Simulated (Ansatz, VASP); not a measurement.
## One calculation of CoSi, two programs

```
Co Si
1.0
     4.41198    0.00000    0.00000
     0.00000    4.41198    0.00000
     0.00000    0.00000    4.41198
Co Si
4 4
Direct
  0.14495 0.14495 0.14495
  0.35505 0.85505 0.64495
  0.64495 0.35505 0.85505
  0.85505 0.64495 0.35505
  0.84336 0.84336 0.84336
  0.65664 0.15664 0.34336
  0.34336 0.65664 0.15664
  0.15664 0.34336 0.65664
```

Alike in both runs: functional r2SCAN; k mesh 8 × 8 × 8; occupations gaussian, width 0.05 eV; no spin polarisation.

Ansatz relaxed the structure, and its values are those at the end. VASP's run is a single point on that final structure, the one shown.

```csv
,VASP,Ansatz
version,VASP 6.6.1,Ansatz 0.2.0
potentials or method,"VASP PAW PBE potentials, release 64 (Co, Si), cutoff 520 eV","scalar-relativistic, plane waves, PAW"
valence electrons in the cell,52,84
```

```tsv
	VASP	Ansatz	Ansatz less VASP
gap on the k mesh at the Fermi level (eV)	none	none	-
pressure (GPa)	-4.5	-4.6	-0.09
```

VASP's potentials were made for PBE, not for r2SCAN. A gap of «none» marks a metal or a gap that the smearing closes. VASP's potentials hold 52 valence electrons a cell and Ansatz's 84, so a difference there can come from the potentials and not from the codes. Ansatz's warnings: stress scf threshold loose.
